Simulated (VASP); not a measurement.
Si, 1 atom in the cell. Symmetry: Im-3m, No. 229, cubic system. Conventional cell: a = 3.082 Å, b = 3.082 Å, c = 3.082 Å, α = 90.00°, β = 90.00°, γ = 90.00°. Within 3.5 Å of Si (site symmetry m-3m) lie 14 Si at 2.67 to 3.08 Å. 

- Program: VASP 6.6.1
- Task: single point
- Functional: PBE
- Potentials or basis: VASP PAW PBE potentials, release 64 (Si)
- Cutoff: 520 eV
- k mesh: 17 × 17 × 17
- Occupations: fermi-dirac, width 0.05 eV
- Spin: no spin polarisation
- Dipole correction: no
- Further INCAR settings: ALGO = Normal; EDIFF = 1e-07; NBANDS = 8

Potentials or basis: VASP PAW PBE potentials, release 64 (Si).

Command:

```console
$ cat potpaw_PBE.64/Si/POTCAR > POTCAR
$ mpirun -np 1 vasp_std > vasp.out
```

Hardware: 1 thread of Intel(R) Xeon(R) Platinum 8259CL CPU @ 2.50GHz (Skylake/Cascade Lake) (shared host).

Q: How long does it take, and how much memory?

A: Wall time 12 s on 1 thread of Intel(R) Xeon(R) Platinum 8259CL CPU @ 2.50GHz (Skylake/Cascade Lake) (shared host), peak memory 0.13 GiB. Counts: scf iterations 11, k points 165.
